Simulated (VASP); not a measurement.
# HfH6 (P4/m) in VASP: a series of runs, part 2 of 2

VASP 6.6.1. Earlier steps stand in the parts before.

## (3) Single point, PBE

This run uses another cell than the first one, of 8.08 Å³/atom.

INCAR

```
ALGO = Normal ; EDIFF = 1E-6
ENCUT = 520 ; GGA = PE
ISIF = 2 ; ISMEAR = 0
LASPH = True ; LCHARG = True
LELF = True ; LREAL = False
LVHAR = True ; LWAVE = False
NBANDS = 17 ; NELM = 100
PREC = Accurate ; SIGMA = 0.1
```

KPOINTS

```
k-points
0
Gamma
  4 4 4
```

POSCAR

```
HfH6
1.0
    4.4850061051      0.0000000000      0.0000000000
    0.0000000000      4.4850061051      0.0000000000
    0.0000000000      0.0000000000      2.8115676816
Hf H
1 6
Direct
    0.0000000000      0.0000000000      0.0000000000
    0.1523769021      0.6909506450      0.5000000000
    0.8476230979      0.3090493550      0.5000000000
    0.3090493550      0.1523769021      0.5000000000
    0.6909506450      0.8476230979      0.5000000000
    0.0000000000      0.5000000000      0.5000000000
    0.5000000000      0.0000000000      0.5000000000
```

Potentials or basis: VASP PAW PBE potentials, release 64 (Hf_pv, H).

Run with:

```
cat potpaw_PBE.64/Hf_pv/POTCAR potpaw_PBE.64/H/POTCAR > POTCAR
mpirun -np 1 vasp_std > vasp.out
```

Wall time 33 s (1 thread of Intel Xeon 8259CL, shared host); peak memory 0.18 GiB.

The run converged. Its results:

```yaml
Free_energy: -27.5647 eV
Pressure: -0.4 GPa
Largest_force: 0.020 eV/Å
Band_gap_on_the_k_mesh: zero (bands 8 and 9 overlap by 2.00 eV)
```

Forces on the atoms (eV/Å):
```
Hf   0.000  0.000  0.000
H   -0.019  0.008  0.000
H    0.019 -0.008  0.000
H   -0.008 -0.019  0.000
H    0.008  0.019  0.000
H    0.000  0.000  0.000
H    0.000  0.000  0.000
```

Stress tensor (GPa, compression positive):
```
-0.20  0.00  0.00
 0.00 -0.20  0.00
 0.00  0.00 -0.82
```

Levels at points of the mesh, in eV from the Fermi level:
| k point | band 6 | band 7 | band 8 | band 9 | band 10 | band 11 |
| --- | --- | --- | --- | --- | --- | --- |
| (0.00, 0.00, 0.00) | -3.58 | -3.58 | -2.50 | -0.76 | 4.01 | 4.01 |
| (0.50, 0.00, 0.00) | -5.10 | -3.20 | -2.12 | 0.17 | 2.24 | 3.73 |
| (0.50, 0.50, 0.00) | -7.57 | -5.03 | -0.34 | 0.49 | 3.76 | 3.76 |
| (0.00, 0.00, 0.50) | -5.37 | -5.37 | -1.60 | 0.44 | 2.09 | 4.78 |
| (0.50, 0.00, 0.50) | -5.19 | -1.92 | -0.59 | 1.41 | 1.57 | 2.17 |
| (0.50, 0.50, 0.50) | -3.64 | -2.10 | 0.86 | 1.56 | 1.56 | 1.82 |

Caveat: the k points lie up to 0.56 Å⁻¹ apart, too coarse for converged energies and pressures of a metal; spin-orbit coupling is left out, which moves the levels of the heavy elements.

## (4) Single point, PBE

This run uses another cell than the first one, of 9.03 Å³/atom.

INCAR

```
ALGO = Normal
EDIFF = 1E-7
ENCUT = 520
GGA = PE
ISIF = 2
ISMEAR = 0
LASPH = T
LCHARG = F
LREAL = F
LWAVE = F
NBANDS = 17
NELM = 60
PREC = Accurate
SIGMA = 0.1
```

KPOINTS

```
k-points
0
Gamma
  4 4 6
```

POSCAR

```
HfH6
1.0
    4.7859877820      0.0000000000      0.0000000000
    0.0000000000      4.7859877820      0.0000000000
    0.0000000000      0.0000000000      2.7586981731
Hf H
1 6
Direct
    0.0000000000      0.0000000000      0.0000000000
    0.1127234992      0.6908443663      0.5000000000
    0.8872765008      0.3091556337      0.5000000000
    0.3091556337      0.1127234992      0.5000000000
    0.6908443663      0.8872765008      0.5000000000
    0.0000000000      0.5000000000      0.5000000000
    0.5000000000      0.0000000000      0.5000000000
```

Run with:

```
cat potpaw_PBE.64/Hf_pv/POTCAR potpaw_PBE.64/H/POTCAR > POTCAR
mpirun -np 1 vasp_std > vasp.out
```

Wall time 51 s (1 thread of Intel Xeon 8259CL, shared host); peak memory 0.19 GiB.

It converged, with:

| Quantity | Value |
| --- | --- |
| Free energy | -27.6685 eV |
| Pressure | -0.1 GPa |
| Largest force | 0.007 eV/Å |
| Band gap on the k mesh | zero (bands 8 and 9 overlap by 1.26 eV) |

Forces in eV/Å, atoms in the order of the input:
```
Hf   0.000  0.000  0.000
H   -0.001  0.006  0.000
H    0.001 -0.006  0.000
H   -0.006 -0.001  0.000
H    0.006  0.001  0.000
H    0.000  0.000  0.000
H    0.000  0.000  0.000
```

Stress tensor (GPa, compression positive):
```
-0.07  0.00  0.00
 0.00 -0.07  0.00
 0.00  0.00 -0.29
```

Levels at points of the mesh, in eV from the Fermi level:
| k point | band 5 | band 6 | band 7 | band 8 | band 9 | band 10 | band 11 | band 12 |
| --- | --- | --- | --- | --- | --- | --- | --- | --- |
| (0.00, 0.00, 0.00) | -8.83 | -3.93 | -3.93 | -2.87 | -0.70 | 3.25 | 3.29 | 4.16 |
| (0.50, 0.00, 0.00) | -9.36 | -5.74 | -3.76 | -2.13 | -0.37 | 2.08 | 3.31 | 3.99 |
| (0.50, 0.50, 0.00) | -9.26 | -7.90 | -4.72 | -0.95 | -0.44 | 4.01 | 4.01 | 4.45 |
| (0.00, 0.00, 0.50) | -7.12 | -5.60 | -5.60 | -1.32 | 0.42 | 1.91 | 4.90 | 5.38 |
| (0.50, 0.00, 0.50) | -8.19 | -5.53 | -2.43 | -0.54 | 0.41 | 1.42 | 1.90 | 2.31 |
| (0.50, 0.50, 0.50) | -8.97 | -3.99 | -1.62 | 0.48 | 0.48 | 1.04 | 1.22 | 2.04 |

Caveat: the k points lie up to 0.38 Å⁻¹ apart, too coarse for converged energies and pressures of a metal; spin-orbit coupling is left out, which moves the levels of the heavy elements.

## (5) Relaxation of cell and atoms, PBE

INCAR

```
SYSTEM = HfH6
  PREC = Accurate
  ENCUT = 600
  EDIFF = 1E-6
  ISMEAR = 0
  SIGMA = 0.1
  LREAL = .False.
  LASPH = .True.
  NELM = 60
  ALGO = Normal
  ISIF = 3
  LWAVE = .False.
  LCHARG = .False.
  GGA = PE
  IBRION = 2
  NSW = 90
  EDIFFG = -0.04
```

KPOINTS

```
regular mesh
0
Gamma
  4 4 4
  0 0 0
```

POSCAR

```
HfH6
1.0
    3.8009508800      0.0000000000      0.0000000000
    0.0000000000      3.8009508800      0.0000000000
    0.0000000000      0.0000000000      3.8754478400
Hf H
1 6
Direct
    0.0000000000      0.0000000000      0.0000000000
    0.0758156500      0.7224074700      0.5000000000
    0.9241843500      0.2775925300      0.5000000000
    0.2775925300      0.0758156500      0.5000000000
    0.7224074700      0.9241843500      0.5000000000
    0.0000000000      0.5000000000      0.5000000000
    0.5000000000      0.0000000000      0.5000000000
```

Run with:

```
cat potpaw_PBE.64/Hf_pv/POTCAR potpaw_PBE.64/H/POTCAR > POTCAR
mpirun -np 1 vasp_std > vasp.out
```

Wall time 8.7 min (1 thread of Intel Xeon 8259CL, shared host); peak memory 0.19 GiB.

Results (log left out):

```
Free energy                           : -27.5509 eV
Relaxed volume                        : 8.05 Å³/atom
Relaxed cell                          : a = 4.492 Å, b = 4.492 Å, c = 2.793 Å, α = 90.00°, β = 90.00°, γ = 90.00°
Space group after relaxing (to 0.1 Å) : P4/m (No. 83)
Energy gained by relaxing             : 327.0 meV/atom
Ionic steps                           : 30
Pressure after relaxing               : 0.0 GPa
Largest force after relaxing          : 0.035 eV/Å
Band gap on the k mesh                : zero (bands 8 and 9 overlap by 2.01 eV)
```

Forces in eV/Å, atoms in the order of the input:
```
Hf   0.000  0.000  0.000
H    0.000  0.035  0.000
H    0.000 -0.035  0.000
H   -0.035  0.000  0.000
H    0.035  0.000  0.000
H    0.000  0.000  0.000
H    0.000  0.000  0.000
```

Stress tensor (GPa, compression positive):
```
-0.23  0.00  0.00
 0.00 -0.23  0.00
 0.00  0.00  0.48
```

The path:
| step | energy change (eV) | largest force (eV/Å) | pressure (GPa) | volume (Å³) |
| --- | --- | --- | --- | --- |
| 1 | 0.0000 | 1.1738 | 1.36 | 55.99 |
| 2 | -0.6065 | 0.4639 | -0.80 | 56.43 |
| 3 | -0.8861 | 1.2511 | -0.76 | 56.66 |
| 4 | -1.4691 | 1.1563 | 1.84 | 56.43 |
| 5 | -1.8078 | 1.1437 | 9.41 | 55.27 |
| 6 | -2.2232 | 0.1944 | 0.93 | 60.70 |
| 7 | -2.2378 | 0.1157 | -0.74 | 62.20 |
| 8 | -2.2381 | 0.1054 | -0.58 | 62.01 |
| 9 | -2.2465 | 0.0662 | -0.66 | 62.09 |
| 10 | -2.2504 | 0.0289 | -1.00 | 62.24 |
| 11 | -2.2518 | 0.0076 | -0.85 | 62.19 |
| 12 | -2.2541 | 0.0421 | 0.00 | 61.37 |
| 13 | -2.2541 | 0.0420 | 0.01 | 61.37 |
| 14 | -2.2548 | 0.0434 | 0.01 | 61.23 |
| 15 | -2.2570 | 0.0585 | 0.04 | 60.82 |
| 16 | -2.2616 | 0.1082 | 0.06 | 60.01 |
| 17 | -2.2694 | 0.2030 | 0.10 | 58.41 |
| 18 | -2.2584 | 0.3384 | 0.13 | 55.27 |
| 19 | -2.2710 | 0.2357 | 0.16 | 57.73 |
| 20 | -2.2713 | 0.2565 | 0.16 | 57.27 |
| 21 | -2.2714 | 0.2564 | 0.14 | 57.25 |
| 22 | -2.2718 | 0.2564 | 0.10 | 57.17 |
| 23 | -2.2725 | 0.2545 | 0.11 | 57.02 |
| 24 | -2.2735 | 0.2525 | 0.06 | 56.72 |
| 25 | -2.2740 | 0.2506 | -0.02 | 56.13 |
| 26 | -2.2741 | 0.2512 | 0.01 | 56.33 |
| 27 | -2.2753 | 0.2407 | -0.01 | 56.33 |
| 28 | -2.2785 | 0.2108 | -0.01 | 56.33 |
| 29 | -2.2836 | 0.1513 | 0.00 | 56.34 |
| 30 | -2.2888 | 0.0348 | 0.00 | 56.35 |

Final structure:
```yaml
crystal:
  lattice:
    - [4.49196, 0.00000, 0.00000]
    - [0.00000, 4.49196, 0.00000]
    - [0.00000, 0.00000, 2.79269]
  atoms:
    - { symbol: Hf, position: [0.00000, 0.00000, 0.00000] }
    - { symbol: H, position: [0.15205, 0.68959, 0.50000] }
    - { symbol: H, position: [0.84795, 0.31041, 0.50000] }
    - { symbol: H, position: [0.31041, 0.15205, 0.50000] }
    - { symbol: H, position: [0.68959, 0.84795, 0.50000] }
    - { symbol: H, position: [0.00000, 0.50000, 0.50000] }
    - { symbol: H, position: [0.50000, 0.00000, 0.50000] }
```

Levels at points of the mesh, in eV from the Fermi level:
```
           k point  band 6  band 7  band 8  band 9  band 10  band 11
(0.00, 0.00, 0.00)   -3.60   -3.60   -2.56   -0.78     4.08     4.10
(0.50, 0.00, 0.00)   -5.15   -3.22   -2.17    0.11     2.21     3.82
(0.50, 0.50, 0.00)   -7.57   -5.08   -0.43    0.45     3.85     3.85
(0.00, 0.00, 0.50)   -5.39   -5.39   -1.57    0.46     2.11     4.82
(0.50, 0.00, 0.50)   -5.21   -1.92   -0.57    1.35     1.59     2.21
(0.50, 0.50, 0.50)   -3.59   -2.10    0.89    1.51     1.51     1.83
```

Caveat: the k points lie up to 0.56 Å⁻¹ apart in the final cell, too coarse for converged energies and pressures of a metal; a cell axis changed by over 15 % at a fixed basis, so the end point is rough; spin-orbit coupling is left out, which moves the levels of the heavy elements.

## (6) Summary

| task | cell | k mesh | cutoff (eV) | gap on the mesh (eV) | pressure (GPa) | largest force (eV/Å) |
| --- | --- | --- | --- | --- | --- | --- |
| single point | a = 3.801, b = 3.801, c = 3.875 Å, 7 atoms, atomic positions A | 4 × 4 × 4 | 520 | none | 1.2 | 1.18 |
| single point | a = 4.485, b = 4.485, c = 2.812 Å, 7 atoms, atomic positions B | 4 × 4 × 4 | 520 | none | -0.4 | 0.02 |
| single point | a = 4.786, b = 4.786, c = 2.759 Å, 7 atoms, atomic positions C | 4 × 4 × 6 | 520 | none | -0.1 | 0.01 |
| relaxation of cell and atoms | relaxed from a = 3.801, b = 3.801, c = 3.875 Å, 7 atoms, atomic positions A | 4 × 4 × 4 | 600 | none | 0.0 | 0.03 |

Alike in all rows: level PBE; potentials or basis VASP PAW PBE potentials, release 64 (Hf_pv, H); no spin polarisation; smearing gaussian 0.1 eV.

Caveats: all runs use coarse meshes; spin-orbit coupling is left out, which moves the levels of the heavy elements; forces of over 1 eV/Å act on the atoms, so gaps and moduli don't describe the material at rest (at least some runs); a cell axis changed by over 15 % at a fixed basis, so the end point is rough (at least some runs).

Total energies depend on the potentials used, so only differences within one code and one set of settings carry meaning.
